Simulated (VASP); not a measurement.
A run of VASP 6.6.1:

Contents of INCAR:

```
  ALGO = Normal
  EDIFF = 1E-6
  ENCUT = 520
  GGA = PE
  ISIF = 2
  ISMEAR = -1
  LASPH = True
  LCHARG = False
  LREAL = False
  LWAVE = False
  NBANDS = 42
  NELM = 60
  PREC = Accurate
  SIGMA = 0.15
```

KPOINTS

```
k-points
0
Gamma
  6 6 4
```

Contents of POSCAR:

```
NbSi2
1.0
    4.7940000000      0.0000000000      0.0000000000
   -2.3970000000      4.1517260000      0.0000000000
    0.0000000000      0.0000000000      6.5890000000
Nb Si
3 6
Direct
    0.5000000000      0.0000000000      0.0000000000
    0.5000000000      0.5000000000      0.6666670000
    0.0000000000      0.5000000000      0.3333330000
    0.1670000000      0.3340000000      0.0000000000
    0.8330000000      0.1670000000      0.6666670000
    0.6660000000      0.8330000000      0.3333330000
    0.8330000000      0.6660000000      0.0000000000
    0.1670000000      0.8330000000      0.6666670000
    0.3340000000      0.1670000000      0.3333330000
```

Potentials or basis: VASP PAW PBE potentials, release 64 (Nb_sv, Si).

Launch:

```sh
$ cat potpaw_PBE.64/Nb_sv/POTCAR potpaw_PBE.64/Si/POTCAR > POTCAR
$ mpirun -np 1 vasp_std > vasp.out
```

Hardware: 1 thread of AMD EPYC 7R43 64-Core Processor (Zen 3), on a shared host.

Question: Estimate the wall time of this run.

Answer: It took 3 min on 1 thread of AMD EPYC 7R43 64-Core Processor (Zen 3), on a shared host, peak memory 0.24 GiB. Counts: scf iterations 14, k points 21.
